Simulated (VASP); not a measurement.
# P in VASP: further runs, part 2 of 2

VASP 6.6.1. The steps go on from the part before.

### Step 3. Relaxation of cell and atoms, PBEsol

This run uses another cell than the first one, of 14.17 Å³/atom, 0.997 times its volume.

INCAR

```
SYSTEM = P
PREC = Accurate
ENCUT = 600
EDIFF = 1E-7
ISMEAR = 0
SIGMA = 0.1
LREAL = .False.
LASPH = .True.
NELM = 100
ALGO = Normal
ISIF = 3
LWAVE = .False.
LCHARG = .False.
GGA = PS
IBRION = 2
NSW = 100
EDIFFG = -0.005
```

KPOINTS

```
regular mesh
0
Gamma
  18 18 18
  0 0 0
```

POSCAR

```
P
1.0
    2.4195652137      0.0000000000      0.0000000000
    0.0000000000      2.4195652137      0.0000000000
    0.0000000000      0.0000000000      2.4196217998
P
1
Direct
    0.0000000000      0.0000000000      0.0000000000
```

Potentials or basis: VASP PAW PBE potentials, release 64 (P).

Run with:

```
$ cat potpaw_PBE.64/P/POTCAR > POTCAR
$ mpirun -np 1 vasp_std > vasp.out
```

OUTCAR:

```text
SYSTEM = P
   PREC = Accurate
   ENCUT = 600
   EDIFF = 1E-7
   ISMEAR = 0
   LREAL = .False.
   LASPH = .True.
   NELM = 100
   ISIF = 3
   GGA = PS
   IBRION = 2
   NSW = 100
   EDIFFG = -0.005

 ion  position               nearest neighbor table
   1  0.000  0.000  0.000-

  LATTYP: Found a simple tetragonal cell.
 ALAT       =     2.4195652137
 C/A-ratio  =     1.0000233869

  Lattice vectors:

 A1 = (   2.4195652137,   0.0000000000,   0.0000000000)
 A2 = (   0.0000000000,   2.4195652137,   0.0000000000)
 A3 = (   0.0000000000,   0.0000000000,   2.4196217998)

Analysis of symmetry for initial positions (statically):
=====================================================================
 Subroutine PRICEL returns:
 Original cell was already a primitive cell.

 Routine SETGRP: Setting up the symmetry group for a
 simple tetragonal supercell.

 Subroutine GETGRP returns: Found 16 space group operations
 (whereof 16 operations were pure point group operations)
 out of a pool of 16 trial point group operations.

The static configuration has the point symmetry D_4h.

Analysis of symmetry for dynamics (positions and initial velocities):
=====================================================================
 Subroutine PRICEL returns:
 Original cell was already a primitive cell.

 Routine SETGRP: Setting up the symmetry group for a
 simple tetragonal supercell.

 Subroutine GETGRP returns: Found 16 space group operations
 (whereof 16 operations were pure point group operations)
 out of a pool of 16 trial point group operations.

The dynamic configuration has the point symmetry D_4h.

 Subroutine INISYM returns: Found 16 space group operations
 (whereof 16 operations are pure point group operations),
[... 121 lines left out ...]
   AEXX    =    0.0000 exact exchange contribution
   IVDW    =     0    specifies the selected vdW correction
   LEPSILON=     F    determine dielectric tensor
   LRPA    =     F    only Hartree local field effects (RPA)
 conjugate gradient relaxation of ions
 non-spin polarized calculation
 Gauss-broadening in eV      SIGMA  =   0.10
  energy-cutoff  :      600.00
  volume of cell :       14.17
 maximum number of plane-waves:       487
 NGX is ok and might be reduce to    20
   NGX =  9   NGY =  9   NGZ =  9

--------------------------------------- Ionic step        1  -------------------------------------------

 number of electron       5.0000001 magnetization

 Free energy of the ion-electron system (eV)
  ---------------------------------------------------
  ext. energy  EPLUGINS =         0.00000000
  ---------------------------------------------------
  free energy    TOTEN  =        -5.76552234 eV

  energy without entropy =       -5.76343195  energy(sigma->0) =       -5.76447715

------------------------ aborting loop because EDIFF is reached ----------------------------------------

  FORCE on cell =-STRESS in cart. coord.  units (eV):
  Direction    XX          YY          ZZ          XY          YZ          ZX
  --------------------------------------------------------------------------------------
  -------------------------------------------------------------------------------------
  Total        0.0354545      0.0354545      0.0351882      0.0000000     -0.0000000     -0.0000000
  in kB        4.0101440      4.0101440      3.9800268      0.0000000     -0.0000000     -0.0000000
  external PRESSURE =       4.0001049 kB  Pullay stress =       0.0000000 kB
[... 57 lines left out ...]
--------------------------------------- Ionic step        3  -------------------------------------------

 number of electron       5.0000001 magnetization

 Free energy of the ion-electron system (eV)
  ---------------------------------------------------
  ext. energy  EPLUGINS =         0.00000000
  ---------------------------------------------------
  free energy    TOTEN  =        -5.76558512 eV

  energy without entropy =       -5.76347121  energy(sigma->0) =       -5.76452817

 E-fermi :   9.8533     XC(G=0): -11.4823

 val. band max:        9.8266280949   @ k =   0.1667   0.1111   0.0556
 cond. band min:       9.9103324756   @ k =   0.2778   0.2778   0.5000
 fundamental gap:      0.0837043807
 Fermi energy:         9.8532690876

 k-point     1 :       0.0000    0.0000    0.0000
  band No.  band energies     occupation
      1      -6.8223      2.00000
      2      15.0757      0.00000
      3      15.0763      0.00000
      4      15.0763      0.00000
      5      16.7409      0.00000
      6      16.7411      0.00000
[... 199 lines left out ...]
 k-point    24 :       0.3333    0.1111    0.0000
  band No.  band energies     occupation
      1      -4.0355      2.00000
      2       4.4529      2.00000
      3      13.7771      0.00000
      4      17.1545      0.00000
      5      20.6139      0.00000
      6      23.3151      0.00000

 [... further k-points ...]

------------------------ aborting loop because EDIFF is reached ----------------------------------------

  FORCE on cell =-STRESS in cart. coord.  units (eV):
  Direction    XX          YY          ZZ          XY          YZ          ZX
  --------------------------------------------------------------------------------------
  -------------------------------------------------------------------------------------
  Total        0.0002367      0.0002367      0.0000801      0.0000000      0.0000000      0.0000000
  in kB        0.0266810      0.0266810      0.0090235      0.0000000      0.0000000      0.0000000
  external PRESSURE =       0.0207952 kB  Pullay stress =       0.0000000 kB
[... 16 lines left out ...]
  FREE ENERGIE OF THE ION-ELECTRON SYSTEM (eV)
  ---------------------------------------------------
  free  energy   TOTEN  =        -5.7655851194 eV

  energy  without entropy=       -5.7634712124  energy(sigma->0) =       -5.76452817

 reached required accuracy - stopping structural energy minimisation
```

CONTCAR:

```text
P
   1.00000000000000
     2.4224597130621670    0.0000000000000000   -0.0000000000000000
     0.0000000000000000    2.4224597130621670   -0.0000000000000000
     0.0000000000000000   -0.0000000000000000    2.4224946279194945
  P
     1
Direct
     0.0000000000000000    0.0000000000000000    0.0000000000000000

  0.00000000E+00  0.00000000E+00  0.00000000E+00
```

Run time: 44 s. Hardware: 1 thread of Intel Xeon Platinum 8259CL at 2.50GHz (Skylake/Cascade Lake), shared host; peak memory 0.16 GiB.

What came out:

```yaml
Free_energy: -5.7656 eV
Relaxed_volume: 14.22 Å³/atom
Relaxed_cell: a = 2.422 Å, b = 2.422 Å, c = 2.422 Å, α = 90.00°, β = 90.00°, γ = 90.00°
Space_group_after_relaxing_to_0.05_Å: Pm-3m (No. 221)
Energy_gained_by_relaxing: 0.1 meV/atom
Ionic_steps: 3
Pressure_after_relaxing: 0.0 GPa
```

Final structure:
```yaml
crystal:
  lattice:
    - [2.42246, 0.00000, 0.00000]
    - [0.00000, 2.42246, 0.00000]
    - [0.00000, 0.00000, 2.42249]
  atoms:
    - { symbol: P, position: [0.00000, 0.00000, 0.00000] }
```

Levels at points of the mesh, in eV from the Fermi level:
```tsv
k point	band 1	band 2	band 3	band 4	band 5	band 6
(0.00, 0.00, 0.00)	-16.68	5.22	5.22	5.22	6.89	6.89
(0.50, 0.00, 0.00)	-12.20	-8.84	8.16	8.16	9.54	14.55
(0.50, 0.50, 0.00)	-7.35	-5.31	-5.31	0.81	10.87	17.18
(0.00, 0.00, 0.50)	-12.20	-8.84	8.16	8.16	9.54	14.55
(0.50, 0.00, 0.50)	-7.35	-5.31	-5.31	0.81	10.87	17.18
(0.50, 0.50, 0.50)	-2.11	-2.11	-2.11	-1.27	4.64	4.64
```

Caveat: the PAW data sets were made with another functional, which shifts forces and pressure a little. Zero-point motion and thermal expansion aren't in these numbers.

### Step 4. Single point, PBEsol (uniaxial strain along c: -2.0 %, then relaxed in part)

INCAR

```
SYSTEM = P
PREC = Accurate ; ENCUT = 520
EDIFF = 1E-7 ; ISMEAR = 0
SIGMA = 0.1 ; LREAL = .FALSE.
LASPH = .TRUE. ; NELM = 100
ALGO = Normal ; ISIF = 2
LWAVE = .FALSE. ; LCHARG = .FALSE.
GGA = PS ; NBANDS = 8
```

KPOINTS

```
Automatic mesh
0
G
  18 18 18
  0 0 0
```

POSCAR

```
P
1.0
    2.4359930407      0.0000000000      0.0000000000
    0.0000000000      2.4359930407      0.0000000000
    0.0000000000      0.0000000000      2.3731804670
P
1
Direct
    0.0000000000      0.0000000000      0.0000000000
```

Run with:

```
$ cat potpaw_PBE.64/P/POTCAR > POTCAR
$ mpirun -np 1 vasp_std > vasp.out
```

Run time: 25 s. Hardware: 1 thread of Intel Xeon Platinum 8259CL at 2.50GHz (Skylake/Cascade Lake), shared host; peak memory 0.15 GiB.

It converged, with:

```
Free energy : -5.7627 eV
Pressure    : 1.3 GPa
```

Stress tensor (GPa, compression positive):
```
0.11 0.00 0.00
0.00 0.11 0.00
0.00 0.00 3.67
```

Levels at points of the mesh, in eV from the Fermi level:
| k point | band 1 | band 2 | band 3 | band 4 | band 5 | band 6 | band 7 |
| --- | --- | --- | --- | --- | --- | --- | --- |
| (0.00, 0.00, 0.00) | -16.82 | 4.86 | 4.86 | 6.00 | 6.67 | 6.96 | 14.56 |
| (0.50, 0.00, 0.00) | -12.47 | -8.95 | 7.71 | 8.83 | 9.44 | 14.24 | 15.28 |
| (0.50, 0.50, 0.00) | -7.79 | -5.50 | -5.50 | 0.68 | 11.46 | 17.64 | 17.80 |
| (0.00, 0.00, 0.50) | -11.94 | -8.99 | 8.10 | 8.10 | 9.61 | 14.14 | 14.14 |
| (0.50, 0.00, 0.50) | -7.17 | -5.60 | -5.11 | 0.73 | 10.74 | 16.68 | 17.15 |
| (0.50, 0.50, 0.50) | -2.53 | -1.98 | -1.98 | -1.19 | 4.44 | 4.44 | 4.82 |

Caveat: the cell differs from its parent crystal (uniaxial strain along c: -2.0 %, then relaxed in part); the PAW data sets were made with another functional, which shifts forces and pressure a little.

### Step 5. Single point, PBEsol (uniaxial strain along c: -2.0 %)

INCAR

```
SYSTEM = P
ALGO     = Normal         ! electronic algorithm
EDIFF    = 1E-7           ! SCF threshold, eV
ENCUT    = 520            ! plane-wave cutoff, eV
GGA      = PS             ! functional
ISIF     = 2              ! what is computed and relaxed
ISMEAR   = 0              ! smearing method
LASPH    = .TRUE.         ! aspherical terms in the spheres
LCHARG   = .FALSE.        ! write CHGCAR
LREAL    = .FALSE.        ! projectors in reciprocal space
LWAVE    = .FALSE.        ! write WAVECAR
NBANDS   = 8              ! bands
NELM     = 100            ! most SCF steps
PREC     = Accurate       ! precision mode
SIGMA    = 0.1            ! smearing width, eV
```

KPOINTS

```
k-points
0
G
  18 18 18
  0 0 0
```

POSCAR

```
P
1.0
    2.4337207851      0.0000000000      0.0000000000
    0.0000000000      2.4337207851      0.0000000000
    0.0000000000      0.0000000000      2.3731804670
P
1
Direct
    0.0000000000      0.0000000000      0.0000000000
```

Potentials or basis: VASP PAW PBE potentials, release 64 (P).

Run with:

```
$ cat potpaw_PBE.64/P/POTCAR > POTCAR
$ mpirun -np 1 vasp_std > vasp.out
```

OUTCAR:

```text
SYSTEM = P
   EDIFF = 1E-7
   ENCUT = 520
   GGA = PS
   ISIF = 2
   ISMEAR = 0
   LASPH = .TRUE.
   LREAL = .FALSE.
   NELM = 100
   PREC = Accurate

 ion  position               nearest neighbor table
   1  0.000  0.000  0.000-

  LATTYP: Found a simple tetragonal cell.
 ALAT       =     2.4337207851
 C/A-ratio  =     0.9751243781

  Lattice vectors:

 A1 = (   2.4337207851,   0.0000000000,   0.0000000000)
[... 443 lines left out ...]
      7      26.5589      0.00000
      8      27.6941      0.00000

 [... further k-points ...]

------------------------ aborting loop because EDIFF is reached ----------------------------------------

  FORCE on cell =-STRESS in cart. coord.  units (eV):
  Direction    XX          YY          ZZ          XY          YZ          ZX
  --------------------------------------------------------------------------------------
  -------------------------------------------------------------------------------------
  Total        0.0335894      0.0335894      0.3287908      0.0000000     -0.0000000     -0.0000000
  in kB        3.8286089      3.8286089     37.4764126      0.0000000     -0.0000000     -0.0000000
  external PRESSURE =      15.0445434 kB  Pullay stress =       0.0000000 kB

 VOLUME and BASIS-vectors are now :
 -----------------------------------------------------------------------------
  energy-cutoff  :      520.00
  volume of cell :       14.06
      direct lattice vectors                 reciprocal lattice vectors
     2.433720785  0.000000000  0.000000000     0.410893479  0.000000000  0.000000000
     0.000000000  2.433720785  0.000000000     0.000000000  0.410893479  0.000000000
     0.000000000  0.000000000  2.373180467     0.000000000  0.000000000  0.421375455

 POSITION                                       TOTAL-FORCE (eV/Angst)
 -----------------------------------------------------------------------------------
      0.00000      0.00000      0.00000         0.000000      0.000000      0.000000
 -----------------------------------------------------------------------------------
    total drift:                               -0.000000      0.000000      0.000000

  FREE ENERGIE OF THE ION-ELECTRON SYSTEM (eV)
  ---------------------------------------------------
  free  energy   TOTEN  =        -5.7626244618 eV

  energy  without entropy=       -5.7607447353  energy(sigma->0) =       -5.76168460
```

stdout:

```text
POSCAR found type information on POSCAR P
 POSCAR found :  1 types and       1 ions
 scaLAPACK will be used
 -----------------------------------------------------------------------------
|                                                                             |
|                                                                             |
|     You enforced a specific xc type in the INCAR file but a different       |
|     I HOPE YOU KNOW WHAT YOU ARE DOING!                                     |
|                                                                             |
 -----------------------------------------------------------------------------

 LDA part: xc-table for (Slater+PW92), standard interpolation
 POSCAR, INCAR and KPOINTS ok, starting setup
 FFT: planning ... GRIDC
 FFT: planning ... GRID_SOFT
 FFT: planning ... GRID
 WAVECAR not read
 entering main loop
```

It took 25 s on 1 thread of Intel Xeon Platinum 8259CL at 2.50GHz (Skylake/Cascade Lake), shared host; peak memory 0.16 GiB.

Results:

```
Free energy : -5.7626 eV
Pressure    : 1.5 GPa
```

Stress tensor (GPa, compression positive):
```
0.38 0.00 0.00
0.00 0.38 0.00
0.00 0.00 3.75
```

Caveat: the cell differs from its parent crystal (uniaxial strain along c: -2.0 %); the PAW data sets were made with another functional, which shifts forces and pressure a little.

### Step 6. The runs side by side

| task | cell | cutoff (eV) | gap on the mesh (eV) | pressure (GPa) |
| --- | --- | --- | --- | --- |
| single point | a = 2.422 Å, 1 atom | 520 | none | 0.1 |
| relaxation of cell and atoms | relaxed from a = 2.420 Å, 1 atom | 600 | none | 0.0 |
| single point | a = 2.436, b = 2.436, c = 2.373 Å, 1 atom | 520 | none | 1.3 |
| single point | a = 2.434, b = 2.434, c = 2.373 Å, 1 atom | 520 | none | 1.5 |

Alike in all rows: level PBEsol; potentials or basis VASP PAW PBE potentials, release 64 (P); no spin polarisation; k mesh 18 × 18 × 18; smearing gaussian 0.1 eV.

Caveats: the PAW data sets were made with another functional, which shifts forces and pressure a little.

Absolute energies hang on the potentials; compare differences alone.
